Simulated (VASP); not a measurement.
# BN (P6_3/mmc) in VASP: notebook, part 3 of 3

VASP 6.6.1. Earlier steps stand in the parts before.

## Step 7: Single point, PBEsol (volume 10.693 Å^3 an atom, c/a of the conventional cell 3.0939)

INCAR

```
SYSTEM = BN
PREC     = Accurate       ! precision mode
ENCUT    = 520            ! plane-wave cutoff, eV
EDIFF    = 1E-7           ! SCF threshold, eV
ISMEAR   = 0              ! smearing method
SIGMA    = 0.05           ! smearing width, eV
LREAL    = .False.        ! projectors in reciprocal space
LASPH    = .True.         ! aspherical terms in the spheres
NELM     = 80             ! most SCF steps
ALGO     = Normal         ! electronic algorithm
ISIF     = 2              ! what is computed and relaxed
LWAVE    = .False.        ! write WAVECAR
LCHARG   = .False.        ! write CHGCAR
GGA      = PS             ! functional
NBANDS   = 16             ! bands
```

KPOINTS

```
regular mesh
0
Gamma
  12 12 4
  0 0 0
```

POSCAR

```
BN
1.0
    2.5179139541      0.0000000000      0.0000000000
   -1.2589569771      2.1805774487      0.0000000000
    0.0000000000      0.0000000000      7.7901739825
B N
2 2
Direct
    0.3333333333      0.6666666667      0.2500000000
    0.6666666667      0.3333333333      0.7500000000
    0.3333333333      0.6666666667      0.7500000000
    0.6666666667      0.3333333333      0.2500000000
```

Potentials or basis: VASP PAW PBE potentials, release 64 (B, N).

The run is started by

```sh
cat potpaw_PBE.64/B/POTCAR potpaw_PBE.64/N/POTCAR > POTCAR
mpirun -np 1 vasp_std > vasp.out
```

OUTCAR:

```text
SYSTEM = BN
   PREC = Accurate
   ENCUT = 520
   EDIFF = 1E-7
   ISMEAR = 0
   LREAL = .False.
   LASPH = .True.
   NELM = 80
   ISIF = 2
   GGA = PS

 ion  position               nearest neighbor table
   1  0.333  0.667  0.250-   4 1.45   4 1.45   4 1.45
   2  0.667  0.333  0.750-   3 1.45   3 1.45   3 1.45
   3  0.333  0.667  0.750-   2 1.45   2 1.45   2 1.45
   4  0.667  0.333  0.250-   1 1.45   1 1.45   1 1.45

  LATTYP: Found a hexagonal cell.
 ALAT       =     2.5179139541
 C/A-ratio  =     3.0939000000

  Lattice vectors:

 A1 = (   2.5179139541,   0.0000000000,   0.0000000000)
 A2 = (  -1.2589569771,   2.1805774487,   0.0000000000)
 A3 = (   0.0000000000,   0.0000000000,   7.7901739825)

Analysis of symmetry for initial positions (statically):
=====================================================================
 Subroutine PRICEL returns:
 Original cell was already a primitive cell.

 Routine SETGRP: Setting up the symmetry group for a
 hexagonal supercell.

 Subroutine GETGRP returns: Found 24 space group operations
 (whereof 12 operations were pure point group operations)
 out of a pool of 24 trial point group operations.

The static configuration has the point symmetry D_3d.
 The point group associated with its full space group is D_6h.

Analysis of symmetry for dynamics (positions and initial velocities):
=====================================================================
 Subroutine PRICEL returns:
 Original cell was already a primitive cell.

 Routine SETGRP: Setting up the symmetry group for a
 hexagonal supercell.

 Subroutine GETGRP returns: Found 24 space group operations
 (whereof 12 operations were pure point group operations)
 out of a pool of 24 trial point group operations.

The dynamic configuration has the point symmetry D_3d.
 The point group associated with its full space group is D_6h.

 Subroutine INISYM returns: Found 24 space group operations
 (whereof 12 operations are pure point group operations),
 and found     1 'primitive' translations

[... 115 lines left out ...]
   IALGO  =     38    algorithm
   IMIX   =      4    mixing-type and parameters
     AMIX     =   0.40;   BMIX     =  1.00
     AMIX_MAG =   1.60;   BMIX_MAG =  1.00
  volume/ion in A,a.u.               =      10.69        72.16
  Fermi-wavevector in a.u.,A,eV,Ry     =   1.179582  2.229088 18.931347  1.391415
  Thomas-Fermi vector in A             =   2.315891
   LORBIT       =      0    0 simple, 1 ext, 2 COOP (PROOUT), +10 PAW based schemes
   GGA     = PS    functional components
   LHFCALC =     F    Hartree Fock is set to
   AEXX    =    0.0000 exact exchange contribution
   IVDW    =     0    specifies the selected vdW correction
   LEPSILON=     F    determine dielectric tensor
   LRPA    =     F    only Hartree local field effects (RPA)
 non-spin polarized calculation
 Gauss-broadening in eV      SIGMA  =   0.05
  energy-cutoff  :      520.00
  volume of cell :       42.77
 maximum number of plane-waves:      1180
 NGX is ok and might be reduce to    20
   NGX =  9   NGY =  9   NGZ = 29

 number of electron      15.9999999 magnetization

 Free energy of the ion-electron system (eV)
  ---------------------------------------------------
  ext. energy  EPLUGINS =         0.00000000
  ---------------------------------------------------
  free energy    TOTEN  =       -36.55901814 eV

  energy without entropy =      -36.55901814  energy(sigma->0) =      -36.55901814

 E-fermi :   1.2749     XC(G=0):  -9.1821

 val. band max:        0.9542953132   @ k =   0.3333   0.3333   0.5000
 cond. band min:       5.3528466890   @ k =   0.5000   0.0000   0.0000
 fundamental gap:      4.3985513757
 Fermi energy:         1.2749277530

 k-point     1 :       0.0000    0.0000    0.0000
  band No.  band energies     occupation
      1     -16.6119      2.00000
      2     -16.5319      2.00000
      3      -4.7002      2.00000
      4      -3.7675      2.00000
      5      -0.3778      2.00000
      6      -0.3778      2.00000
[... 433 lines left out ...]
      3      -5.8853      2.00000
      4      -5.8746      2.00000
      5      -2.6009      2.00000
      6      -2.5921      2.00000
[... 8 lines left out ...]
     15      16.6280      0.00000
     16      18.5758      0.00000

 [... further k-points ...]
[... 5 lines left out ...]
  --------------------------------------------------------------------------------------
  -------------------------------------------------------------------------------------
  Total       -1.2167182     -1.2167182     -0.1266103      0.0000000      0.0000000      0.0000000
  in kB      -45.5765072    -45.5765072     -4.7426382      0.0000000      0.0000000      0.0000000
  external PRESSURE =     -31.9652175 kB  Pullay stress =       0.0000000 kB

 VOLUME and BASIS-vectors are now :
 -----------------------------------------------------------------------------
  energy-cutoff  :      520.00
  volume of cell :       42.77
      direct lattice vectors                 reciprocal lattice vectors
     2.517913954  0.000000000  0.000000000     0.397154159  0.229297061  0.000000000
    -1.258956977  2.180577449  0.000000000     0.000000000  0.458594122  0.000000000
     0.000000000  0.000000000  7.790173982     0.000000000  0.000000000  0.128366838

 POSITION                                       TOTAL-FORCE (eV/Angst)
 -----------------------------------------------------------------------------------
     -0.00000      1.45372      1.94754         0.000000      0.000000      0.000000
      1.25896      0.72686      5.84263        -0.000000     -0.000000      0.000000
     -0.00000      1.45372      5.84263         0.000000     -0.000000      0.000000
      1.25896      0.72686      1.94754        -0.000000      0.000000      0.000000
 -----------------------------------------------------------------------------------
    total drift:                                0.000000     -0.000000      0.000000

  FREE ENERGIE OF THE ION-ELECTRON SYSTEM (eV)
  ---------------------------------------------------
  free  energy   TOTEN  =       -36.5590181425 eV

  energy  without entropy=      -36.5590181425  energy(sigma->0) =      -36.55901814
```

OSZICAR:

```text
N       E                     dE             d eps       ncg     rms          rms(c)
DAV:   1     0.562779580655E+02    0.56278E+02   -0.77210E+03  1824   0.900E+02
DAV:   2    -0.358890969949E+02   -0.92167E+02   -0.82063E+02  2560   0.214E+02
DAV:   3    -0.400145654558E+02   -0.41255E+01   -0.41032E+01  2416   0.464E+01
DAV:   4    -0.400476301935E+02   -0.33065E-01   -0.33057E-01  2264   0.465E+00
DAV:   5    -0.400480160771E+02   -0.38588E-03   -0.38588E-03  2424   0.478E-01    0.109E+01
DAV:   6    -0.369604055652E+02    0.30876E+01   -0.51400E+00  2296   0.168E+01    0.497E+00
DAV:   7    -0.366562540458E+02    0.30415E+00   -0.51466E-01  2400   0.502E+00    0.307E+00
DAV:   8    -0.365605577128E+02    0.95696E-01   -0.25854E-01  2440   0.326E+00    0.487E-01
DAV:   9    -0.365569245660E+02    0.36331E-02   -0.16038E-02  2056   0.966E-01    0.184E-01
DAV:  10    -0.365587276989E+02   -0.18031E-02   -0.16131E-03  2040   0.288E-01    0.354E-02
DAV:  11    -0.365589991860E+02   -0.27149E-03   -0.17856E-04  2152   0.880E-02    0.254E-02
DAV:  12    -0.365590175627E+02   -0.18377E-04   -0.41710E-05  2072   0.397E-02    0.260E-03
DAV:  13    -0.365590180182E+02   -0.45541E-06   -0.10076E-06  2424   0.788E-03    0.148E-03
DAV:  14    -0.365590181464E+02   -0.12822E-06   -0.30680E-07  2048   0.327E-03    0.593E-04
DAV:  15    -0.365590181425E+02    0.38540E-08   -0.24167E-09  1656   0.451E-04
   1 F= -.36559018E+02 E0= -.36559018E+02  d E =-.428137E-21
```

It took 41 s on 1 thread of AMD EPYC 7R43 (Zen 3), shared host; peak memory 0.13 GiB.

Results:

```yaml
Free_energy: -36.5590 eV
Pressure: -3.2 GPa
Band_gap_on_the_k_mesh: 4.40 eV, indirect (least direct gap 4.58 eV)
```

Stress tensor (GPa, compression positive):
```
-4.56  0.00  0.00
 0.00 -4.56  0.00
 0.00  0.00 -0.47
```

Levels at points of the mesh, in eV from the valence-band top:
```csv
k point,band 4,band 5,band 6,band 7,band 8,band 9,band 10,band 11,band 12,band 13
"(0.00, 0.00, 0.00)",-4.72,-1.33,-1.33,-1.33,-1.33,4.45,8.36,10.72,11.40,11.40
"(0.50, 0.00, 0.00)",-8.83,-4.10,-4.09,-1.10,-0.71,4.40,5.05,9.27,9.75,12.02
"(0.00, 0.00, 0.50)",-5.22,-1.33,-1.33,-1.33,-1.33,6.02,6.02,11.41,11.41,11.41
"(0.50, 0.00, 0.50)",-8.84,-4.10,-4.10,-0.90,-0.90,4.67,4.67,9.59,9.59,12.69
```

Caveat: the PAW data sets were made with another functional, which shifts forces and pressure a little; this functional lacks dispersion, which binds the layers, so the pressure and a relaxed spacing across them are unreliable.

## Step 8: Overview

| cell | gap on the mesh (eV) | pressure (GPa) |
| --- | --- | --- |
| a = 2.538, b = 2.538, c = 7.666 Å, angles 90.0, 90.0, 120.0°, 4 atoms | 4.33 | -7.9 |
| a = 2.685, b = 2.685, c = 6.850 Å, angles 90.0, 90.0, 120.0°, 4 atoms | 3.84 | -35.6 |
| a = 2.559, b = 2.559, c = 7.544 Å, angles 90.0, 90.0, 120.0°, 4 atoms | 4.26 | -12.4 |
| a = 2.600, b = 2.600, c = 7.305 Å, angles 90.0, 90.0, 120.0°, 4 atoms | 4.12 | -20.8 |
| a = 2.642, b = 2.642, c = 7.074 Å, angles 90.0, 90.0, 120.0°, 4 atoms | 3.99 | -28.6 |
| a = 2.518, b = 2.518, c = 7.790 Å, angles 90.0, 90.0, 120.0°, 4 atoms | 4.40 | -3.2 |

Alike in all rows: task single point; level PBEsol; potentials or basis VASP PAW PBE potentials, release 64 (B, N); no spin polarisation; k mesh 12 × 12 × 4; cutoff (eV) 520; smearing gaussian 0.05 eV.

Caveats: the PAW data sets were made with another functional, which shifts forces and pressure a little; this functional lacks dispersion, which binds the layers, so the pressure and a relaxed spacing across them are unreliable.

Total energies depend on the potentials used, so only differences within one code and one set of settings carry meaning.
